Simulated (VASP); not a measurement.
# CsH (I4/mmm) in VASP: further runs

The runs below take CsH through single point, with r2SCAN.

Program: VASP 6.6.1. These are calculated values, not measurements. Logs are shortened: lines on timing, memory, paths and dates and some standing lists are left out, and cuts for length are marked.

## (1) The cell of the first run

The structure is tetragonal, space group I4/mmm (No. 139). Conventional cell: a = 4.441 Å, b = 4.441 Å, c = 6.759 Å, α = 90.00°, β = 90.00°, γ = 90.00°. Cs (site symmetry 4/mmm) has 6 H at 3.14 to 3.38 Å within 4.1 Å. H (site symmetry 4/mmm) has 6 Cs at 3.14 to 3.38 Å within 4.1 Å.

## (2) Single point, r2SCAN (uniaxial strain along c: +6.0 %)

POSCAR

```
CsH
1.0
    3.1401800000      3.1401800000      0.0000000000
   -3.1401800000      3.1401800000      0.0000000000
    0.0000000000      0.0000000000      6.7585600000
Cs H
2 2
Direct
    0.0000000000      0.0000000000      0.0000000000
    0.5000000000      0.5000000000      0.5000000000
    0.5000000000      0.5000000000      0.0000000000
    0.0000000000      0.0000000000      0.5000000000
```

INCAR.step1

```
PREC = Accurate
ENCUT = 520
ISMEAR = 0
SIGMA = 0.02
LREAL = F
LASPH = T
NELM = 100
NBANDS = 18
GGA = PE
ALGO = Normal
EDIFF = 1E-4
LWAVE = T
LCHARG = F
```

INCAR.step2

```
PREC = Accurate
ENCUT = 520
EDIFF = 1E-6
ISMEAR = 0
SIGMA = 0.02
LREAL = F
LASPH = T
NELM = 100
ALGO = Normal
ISIF = 2
LWAVE = F
LCHARG = F
METAGGA = R2SCAN
LMIXTAU = T
NBANDS = 18
ISTART = 1
```

KPOINTS

```
Automatic mesh
0
Gamma
  6 6 4
```

Potentials or basis: VASP PAW PBE potentials, release 64 (Cs_sv, H).

The run is started by

```console
$ cat potpaw_PBE.64/Cs_sv/POTCAR potpaw_PBE.64/H/POTCAR > POTCAR
$ cp INCAR.step1 INCAR
$ mpirun -np 1 vasp_std > vasp.out
$ cp INCAR.step2 INCAR
$ mpirun -np 1 vasp_std > vasp.out
```

OUTCAR:

```text
PREC = Accurate
   ENCUT = 520
   EDIFF = 1E-6
   ISMEAR = 0
   LREAL = F
   LASPH = T
   NELM = 100
   ISIF = 2
   METAGGA = R2SCAN
   ISTART = 1

 ion  position               nearest neighbor table
   1  0.000  0.000  0.000-
   2  0.500  0.500  0.500-
   3  0.500  0.500  0.000-
   4  0.000  0.000  0.500-

  LATTYP: Found a simple tetragonal cell.
 ALAT       =     4.4408851443
 C/A-ratio  =     1.5218947981

  Lattice vectors:

 A1 = (   3.1401800000,   3.1401800000,   0.0000000000)
 A2 = (  -3.1401800000,   3.1401800000,   0.0000000000)
 A3 = (   0.0000000000,   0.0000000000,   6.7585600000)

Analysis of symmetry for initial positions (statically):
=====================================================================
 Subroutine PRICEL returns following result:

  LATTYP: Found a body centered tetragonal cell.
 ALAT       =     4.4408851443
 C/A-ratio  =     1.5218947981

  Lattice vectors:

 A1 = (   3.1401800000,   0.0000000000,  -3.3792800000)
 A2 = (  -3.1401800000,   0.0000000000,  -3.3792800000)
 A3 = (   0.0000000000,   3.1401800000,   3.3792800000)

   2 primitive cells build up your supercell.

 Routine SETGRP: Setting up the symmetry group for a
 simple tetragonal supercell.

 Subroutine GETGRP returns: Found 16 space group operations
 (whereof 16 operations were pure point group operations)
 out of a pool of 16 trial point group operations.

The static configuration has the point symmetry D_4h.

Analysis of symmetry for dynamics (positions and initial velocities):
=====================================================================
 Subroutine PRICEL returns following result:

  LATTYP: Found a body centered tetragonal cell.
 ALAT       =     4.4408851443
 C/A-ratio  =     1.5218947981

  Lattice vectors:

 A1 = (   3.1401800000,   0.0000000000,  -3.3792800000)
 A2 = (  -3.1401800000,   0.0000000000,  -3.3792800000)
 A3 = (   0.0000000000,   3.1401800000,   3.3792800000)

   2 primitive cells build up your supercell.

 Routine SETGRP: Setting up the symmetry group for a
 simple tetragonal supercell.

 Subroutine GETGRP returns: Found 16 space group operations
 (whereof 16 operations were pure point group operations)
 out of a pool of 16 trial point group operations.

The dynamic configuration has the point symmetry D_4h.

 Subroutine INISYM returns: Found 16 space group operations
 (whereof 16 operations are pure point group operations),
 and found     2 'primitive' translations

----------------------------------------------------------------------------------------

                                     Primitive cell

  volume of cell :      66.6443

  direct lattice vectors                    reciprocal lattice vectors
     3.140180000  0.000000000 -3.379280000     0.159226541  0.159226541 -0.147960512
    -3.140180000  0.000000000 -3.379280000    -0.159226541  0.159226541 -0.147960512
     0.000000000  3.140180000  3.379280000     0.000000000  0.318453082  0.000000000

  length of vectors
     4.613053625  4.613053625  4.613053625     0.269441081  0.269441081  0.318453082

  position of ions in fractional coordinates (direct lattice)
     0.000000000  0.000000000  0.000000000
     0.500000000  0.500000000  0.000000000

  ion indices of the primitive-cell ions
   primitive index   ion index
                 1           1
                 2           4

----------------------------------------------------------------------------------------

 KPOINTS: Automatic mesh

Automatic generation of k-mesh.
 Grid dimensions read from file:
 generate k-points for:    6    6    4

 Generating k-lattice:

  Cartesian coordinates                     Fractional coordinates (reciprocal lattice)
     0.026537757  0.026537757  0.000000000     0.166666667  0.000000000  0.000000000
    -0.026537757  0.026537757  0.000000000     0.000000000  0.166666667  0.000000000
     0.000000000  0.000000000  0.036990128     0.000000000  0.000000000  0.250000000

  Length of vectors
     0.037530056  0.037530056  0.036990128

  Shift w.r.t. Gamma in fractional coordinates (k-lattice)
     0.000000000  0.000000000  0.000000000

 Subroutine IBZKPT returns following result:
 ===========================================

 Found     30 irreducible k-points:

 Following reciprocal coordinates:
            Coordinates               Weight
  0.000000  0.000000  0.000000      1.000000
  0.166667  0.000000  0.000000      4.000000
  0.333333  0.000000  0.000000      4.000000
  0.500000  0.000000  0.000000      2.000000
  0.166667  0.166667  0.000000      4.000000
  0.333333  0.166667  0.000000      8.000000
[... 16 lines left out ...]
  0.333333  0.000000  0.500000      4.000000
  0.500000  0.000000  0.500000      2.000000
 [... further k-points ...]
   k-points           NKPTS =     30   k-points in BZ     NKDIM =     30   number of bands    NBANDS=     18
   number of dos      NEDOS =    301   number of ions     NIONS =      4
   total plane-waves  NPLWV =  64800
   dimension x,y,z NGX =    36 NGY =   36 NGZ =   50
   dimension x,y,z NGXF=    72 NGYF=   72 NGZF=  100
   ions per type =               2   2
   NGX,Y,Z   is equivalent  to a cutoff of  13.48, 13.48, 12.30 a.u.
   NGXF,Y,Z  is equivalent  to a cutoff of  26.95, 26.95, 24.60 a.u.
 SYSTEM =  unknown system
   PREC   = accura    normal or accurate (medium, high low for compatibility)
   ISTART =      1    job   : 0-new  1-cont  2-samecut
   ICHARG =      0    charge: 1-file 2-atom 10-const
   ISPIN  =      1    spin polarized calculation?
   LNONCOLLINEAR =      F non collinear calculations
   LSORBIT =      F    spin-orbit coupling
   LASPH  =      T    aspherical Exc in radial PAW
   ENCUT  =  520.0 eV  38.22 Ry    6.18 a.u.   8.26  8.26 12.57*2*pi/ulx,y,z
   NELM   =    100;   NELMIN=  2; NELMDL=  0     # of ELM steps
   EDIFF  = 0.1E-05   stopping-criterion for ELM
   LREAL  =      F    real-space projection
[... 7 lines left out ...]
   TEBEG  =    0.0;   TEEND  =   0.0 temperature during run
   PSTRESS=    0.0 pullay stress
   NELECT =      20.0000    total number of electrons
   NUPDOWN=      -1.0000    fix difference up-down
   EMIN   =  10.00;   EMAX   =-10.00  energy-range for DOS
   EFERMI =   0.00;   METHOD = LEGACY
   ISMEAR =     0;   SIGMA  =   0.02  broadening in eV -4-tet -1-fermi 0-gaus
   EFERMI_NEDOS =   21; number of points for ismear=-14 and -15
   IALGO  =     38    algorithm
   IMIX   =      4    mixing-type and parameters
     AMIX     =   0.40;   BMIX     =  1.00
     AMIX_MAG =   1.60;   BMIX_MAG =  1.00
  volume/ion in A,a.u.               =      33.32       224.87
  Fermi-wavevector in a.u.,A,eV,Ry     =   0.869936  1.643940 10.296724  0.756788
  Thomas-Fermi vector in A             =   1.988829
   LORBIT       =      0    0 simple, 1 ext, 2 COOP (PROOUT), +10 PAW based schemes
   METAGGA = R2SCAN    functional components
   LHFCALC =     F    Hartree Fock is set to
   AEXX    =    0.0000 exact exchange contribution
   IVDW    =     0    specifies the selected vdW correction
   LEPSILON=     F    determine dielectric tensor
   LRPA    =     F    only Hartree local field effects (RPA)
 non-spin polarized calculation
 Gauss-broadening in eV      SIGMA  =   0.02
  energy-cutoff  :      520.00
  volume of cell :      133.29
 maximum number of plane-waves:      3612
 NGX is ok and might be reduce to    36
   NGX = 17   NGY = 17   NGZ = 25

 number of electron      20.0000001 magnetization

 Free energy of the ion-electron system (eV)
  ---------------------------------------------------
  ext. energy  EPLUGINS =         0.00000000
  ---------------------------------------------------
  free energy    TOTEN  =       -57.94790312 eV

  energy without entropy =      -57.94790312  energy(sigma->0) =      -57.94790312

 E-fermi :  -0.0762     XC(G=0):  -7.4407

 val. band max:       -0.2197320988   @ k =   0.5000   0.0000   0.5000
 cond. band min:       2.4494189323   @ k =   0.5000   0.0000   0.5000
 fundamental gap:      2.6691510310
 Fermi energy:        -0.0762413654

 k-point     1 :       0.0000    0.0000    0.0000
  band No.  band energies     occupation
      1     -22.2988      2.00000
      2     -22.2177      2.00000
      3      -9.1106      2.00000
      4      -8.5804      2.00000
      5      -8.5804      2.00000
      6      -8.4725      2.00000
[... 10 lines left out ...]
     17       7.3203      0.00000
     18       7.7241      0.00000

 k-point     2 :       0.1667    0.0000    0.0000
  band No.  band energies     occupation
      1     -22.2854      2.00000
      2     -22.2150      2.00000
      3      -9.0585      2.00000
      4      -8.7074      2.00000
      5      -8.5555      2.00000
      6      -8.5423      2.00000
[... 10 lines left out ...]
     17       6.9653      0.00000
     18       7.0019      0.00000

 k-point     3 :       0.3333    0.0000    0.0000
  band No.  band energies     occupation
      1     -22.2544      2.00000
      2     -22.2135      2.00000
      3      -8.9349      2.00000
      4      -8.9213      2.00000
      5      -8.8464      2.00000
      6      -8.5978      2.00000
[... 10 lines left out ...]
     17       6.2593      0.00000
     18       6.5005      0.00000

 k-point     4 :       0.5000    0.0000    0.0000
  band No.  band energies     occupation
      1     -22.2258      2.00000
      2     -22.2258      2.00000
      3      -9.0143      2.00000
      4      -9.0143      2.00000
      5      -8.7488      2.00000
      6      -8.7488      2.00000
[... 375 lines left out ...]
      4      -8.8928      2.00000
      5      -8.5372      2.00000
      6      -8.5372      2.00000
[... 10 lines left out ...]
     17       6.7536      0.00000
     18       6.7536      0.00000

 k-point    23 :       0.3333    0.0000    0.5000
  band No.  band energies     occupation
      1     -22.2338      2.00000
      2     -22.2338      2.00000
      3      -9.0826      2.00000
      4      -9.0826      2.00000
      5      -8.5678      2.00000
      6      -8.5678      2.00000
[... 10 lines left out ...]
     17       7.0682      0.00000
     18       7.0682      0.00000

 k-point    24 :       0.5000    0.0000    0.5000
  band No.  band energies     occupation
      1     -22.2256      2.00000
      2     -22.2256      2.00000
      3      -9.1873      2.00000
      4      -9.1873      2.00000
      5      -8.5651      2.00000
      6      -8.5651      2.00000
[... 10 lines left out ...]
     17       7.4125      0.00000
     18       7.4125      0.00000

 [... further k-points ...]
[... 5 lines left out ...]
  --------------------------------------------------------------------------------------
  -------------------------------------------------------------------------------------
  Total        0.2847212      0.2847212     -0.8283050      0.0000000     -0.0000000     -0.0000000
  in kB        3.4224504      3.4224504     -9.9565206      0.0000000     -0.0000000     -0.0000000
  external PRESSURE =      -1.0372066 kB  Pullay stress =       0.0000000 kB

 VOLUME and BASIS-vectors are now :
 -----------------------------------------------------------------------------
  energy-cutoff  :      520.00
  volume of cell :      133.29
      direct lattice vectors                 reciprocal lattice vectors
     3.140180000  3.140180000  0.000000000     0.159226541  0.159226541  0.000000000
    -3.140180000  3.140180000  0.000000000    -0.159226541  0.159226541  0.000000000
     0.000000000  0.000000000  6.758560000     0.000000000  0.000000000  0.147960512

 POSITION                                       TOTAL-FORCE (eV/Angst)
 -----------------------------------------------------------------------------------
      0.00000      0.00000      0.00000        -0.000000      0.000000      0.000000
      0.00000      3.14018      3.37928         0.000000     -0.000000     -0.000000
      0.00000      3.14018      0.00000        -0.000000      0.000000      0.000000
      0.00000      0.00000      3.37928        -0.000000      0.000000      0.000000
 -----------------------------------------------------------------------------------
    total drift:                               -0.000000      0.000000      0.000000

  FREE ENERGIE OF THE ION-ELECTRON SYSTEM (eV)
  ---------------------------------------------------
  free  energy   TOTEN  =       -57.9479031184 eV

  energy  without entropy=      -57.9479031184  energy(sigma->0) =      -57.94790312
```

It took 3.7 min on 1 thread of AMD EPYC 7R13, shared host; peak memory 0.29 GiB.

Results:

```
Free energy            : -57.9479 eV
Pressure               : -0.1 GPa
Band gap on the k mesh : 2.67 eV
```

Caveat: the cell differs from its parent crystal (uniaxial strain along c: +6.0 %); the PAW data sets were made with another functional, which shifts forces and pressure a little; spin-orbit coupling is left out, which moves the levels of the heavy elements. A k mesh can miss the band edges.

## (3) Single point, r2SCAN (uniaxial strain along c: +6.0 %, then relaxed in part)

POSCAR, as its differences from that of step 2:

```diff
@@ -2,4 +2,4 @@
 1.0
-    3.1401800000      3.1401800000      0.0000000000
-   -3.1401800000      3.1401800000      0.0000000000
+    3.1731926501      3.1731926501      0.0000000000
+   -3.1731926501      3.1731926501      0.0000000000
     0.0000000000      0.0000000000      6.7585600000
```

INCAR.step1

```
SYSTEM = CsH
PREC = Accurate
ENCUT = 520
ISMEAR = 0
SIGMA = 0.02
LREAL = .FALSE.
LASPH = .TRUE.
NELM = 60
NBANDS = 18
GGA = PE
ALGO = Normal
EDIFF = 1E-4
LWAVE = .TRUE.
LCHARG = .FALSE.
```

INCAR.step2

```
SYSTEM = CsH
PREC = Accurate
ENCUT = 520
EDIFF = 1E-7
ISMEAR = 0
SIGMA = 0.02
LREAL = .FALSE.
LASPH = .TRUE.
NELM = 60
ALGO = Normal
ISIF = 2
LWAVE = .FALSE.
LCHARG = .TRUE.
METAGGA = R2SCAN
LMIXTAU = .TRUE.
LELF = .TRUE.
LVHAR = .TRUE.
NBANDS = 18
ISTART = 1
```

KPOINTS

```
Automatic mesh
0
G
  6 6 4
  0 0 0
```

Potentials or basis: VASP PAW PBE potentials, release 64 (Cs_sv, H).

The run is started by

```console
$ cat potpaw_PBE.64/Cs_sv/POTCAR potpaw_PBE.64/H/POTCAR > POTCAR
$ cp INCAR.step1 INCAR
$ mpirun -np 1 vasp_std > vasp.out
$ cp INCAR.step2 INCAR
$ mpirun -np 1 vasp_std > vasp.out
```

It took 4 min on 1 thread of AMD EPYC 7R13, shared host; peak memory 0.29 GiB.

The run converged. Its results:

```
Free energy            : -57.9517 eV
Pressure               : -0.3 GPa
Band gap on the k mesh : 2.70 eV
```

Stress tensor (GPa, compression positive):
```
 0.03  0.00  0.00
 0.00  0.03  0.00
 0.00  0.00 -1.02
```

Levels at points of the mesh, in eV from the valence-band top:
```csv
k point,band 8,band 9,band 10,band 11,band 12,band 13
"(0.00, 0.00, 0.00)",-8.18,-1.57,-1.04,3.70,5.50,5.50
"(0.50, 0.00, 0.00)",-8.23,-0.28,-0.28,3.75,3.75,4.31
"(0.50, 0.50, 0.00)",-8.46,-1.04,-1.04,3.53,3.53,6.05
"(0.00, 0.00, 0.50)",-8.28,-1.00,-1.00,4.37,4.37,4.51
"(0.50, 0.00, 0.50)",-8.23,0.00,0.00,2.70,2.70,5.06
"(0.50, 0.50, 0.50)",-8.49,-0.76,-0.76,4.55,4.55,4.55
```

Caveat: the cell differs from its parent crystal (uniaxial strain along c: +6.0 %, then relaxed in part); the PAW data sets were made with another functional, which shifts forces and pressure a little; spin-orbit coupling is left out, which moves the levels of the heavy elements.

(Part 1 of 2 ends here.)
